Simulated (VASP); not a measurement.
Wanted: the native input for a VASP 6.6.1 run.

```
Task                               : single point
Functional                         : PBE-based screened hybrid with 50 % exact exchange
Potentials or basis                : VASP PAW PBE potentials, release 64 (Al, N)
Cutoff                             : 520 eV
k mesh                             : 5 × 5 × 3
Occupations                        : fermi-dirac, width 0.05 eV
Spin                               : no spin polarisation
Dipole correction                  : no
Grid for exact exchange (PRECFOCK) : Normal
Share of exact exchange            : 0.5
Further INCAR settings             : ALGO = Normal; EDIFF = 1e-06; NBANDS = 16
Screening parameter                : 0.2 1/Å
```

Crystal: AlN.

```
Al N
1.0
     3.11300    0.00000    0.00000
    -1.55650    2.69594    0.00000
     0.00000    0.00000    4.98100
Al N
2 2
Direct
  0.66667 0.33333 0.50000
  0.33333 0.66667 0.00000
  0.66667 0.33333 0.88000
  0.33333 0.66667 0.38000
```

One way to write it, as run:

POSCAR

```
AlN
1.0
    3.1130000000      0.0000000000      0.0000000000
   -1.5565000000      2.6959370820      0.0000000000
    0.0000000000      0.0000000000      4.9810000000
Al N
2 2
Direct
    0.6666666667      0.3333333333      0.5000000000
    0.3333333333      0.6666666667      0.0000000000
    0.6666666667      0.3333333333      0.8800000000
    0.3333333333      0.6666666667      0.3800000000
```

INCAR.step1

```
ALGO = Normal
EDIFF = 1E-5
ENCUT = 520
GGA = PE
ISIF = 2
ISMEAR = -1
LASPH = True
LREAL = False
LWAVE = True
NBANDS = 16
NELM = 60
PREC = Accurate
SIGMA = 0.05
```

INCAR.step2

```
AEXX = 0.5
ALGO = Normal
EDIFF = 1E-6
ENCUT = 520
GGA = PE
HFSCREEN = 0.2
ISIF = 2
ISMEAR = -1
ISTART = 1
LASPH = True
LCHARG = True
LELF = True
LHFCALC = True
LREAL = False
LVHAR = True
LWAVE = False
NBANDS = 16
NELM = 60
PREC = Accurate
PRECFOCK = Normal
SIGMA = 0.05
```

KPOINTS

```
k-points
0
Gamma
  5 5 3
```

Potentials or basis: VASP PAW PBE potentials, release 64 (Al, N).

Launch:

```console
$ cat potpaw_PBE.64/Al/POTCAR potpaw_PBE.64/N/POTCAR > POTCAR
$ cp INCAR.step1 INCAR
$ mpirun -np 1 vasp_std > vasp.out
$ cp INCAR.step2 INCAR
$ mpirun -np 1 vasp_std > vasp.out
```

Results of the run:

```json
{
  "Pressure": "-6.9 GPa",
  "Largest force": "0.124 eV/Å",
  "Band gap on the k mesh": "7.02 eV"
}
```

Caveat: the k points lie up to 0.47 Å⁻¹ apart; the PAW data sets were made with another functional, which shifts forces and pressure a little.

Run time: 15 min on 1 thread of Intel Xeon 8259CL (shared host), peak memory 0.25 GiB.
